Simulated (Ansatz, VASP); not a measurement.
## InGa3As4 in VASP and in Ansatz

```
Ga As In
1.0
    -2.89004    2.89004    5.76881
     2.89004   -2.89004    5.76881
     2.89004    2.89004   -5.76881
Ga As In
3 4 1
Direct
  0.75000 0.25000 0.50000
  0.50000 0.50000 0.00000
  0.25000 0.75000 0.50000
  0.13275 0.60755 0.00000
  0.86725 0.86725 0.47480
  0.60755 0.13275 0.00000
  0.39245 0.39245 0.52520
  0.00000 0.00000 0.00000
```

Alike in both runs: task single point; functional r2SCAN; k mesh 6 × 6 × 6; no spin polarisation.

|  | VASP | Ansatz |
| --- | --- | --- |
| version | VASP 6.6.1 | Ansatz 0.2.0 |
| potentials or method | VASP PAW PBE potentials, release 64 (Ga_d, As, In_d) | plane waves, PAW |
| plane-wave cutoff (eV) | 520 | 500 |
| occupations | gaussian, width 0.01 eV | fixed |
| valence electrons in the cell | 72 | 112 |

|  | VASP | Ansatz | Ansatz less VASP |
| --- | --- | --- | --- |
| gap on the k mesh at the Fermi level (eV) | 0.62 | 0.63 | +0.015 |
| pressure (GPa) | 0.1 | 0.0 | -0.08 |

VASP's potentials were made for PBE, not for r2SCAN. VASP's potentials hold 72 valence electrons a cell and Ansatz's 112, so a difference there can come from the potentials and not from the codes.
